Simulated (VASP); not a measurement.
Here is a VASP 6.6.1 calculation.

The input INCAR:

```
SYSTEM = Cu
PREC = Accurate
ENCUT = 520
EDIFF = 1E-7
ISMEAR = 0
SIGMA = 0.15
LREAL = .FALSE.
LASPH = .TRUE.
NELM = 100
ALGO = Fast
ISIF = 2
LWAVE = .FALSE.
LCHARG = .FALSE.
GGA = CA
NBANDS = 18
```

Contents of KPOINTS:

```
Automatic mesh
0
G
  21 21 12
  0 0 0
```

Contents of POSCAR:

```
Cu
1.0
    2.4883286535      0.0000000000      0.0000000000
   -1.2441643268      2.1549558269      0.0000000000
    0.0000000000      0.0000000000      4.0637143877
Cu
2
Direct
    0.3013141155      0.6026282310      0.2340047814
    0.6986858845      0.3973717690      0.7659952186
```

Potentials or basis: VASP PAW LDA potentials, release 64 (Cu).

Run with:

```bash
$ cat potpaw_LDA.64/Cu/POTCAR > POTCAR
$ mpirun -np 1 vasp_std > vasp.out
```

(1) Predict the largest force.

(2) Predict the band gap on the k mesh.

Answers

(1) 1.326 eV/Å.

(2) zero (bands 11 and 12 overlap by 6.28 eV).

Caveat: the cell differs from its parent crystal (atoms displaced along several vibrational modes); forces of over 1 eV/Å act on the atoms, so gaps and moduli don't describe the material at rest.
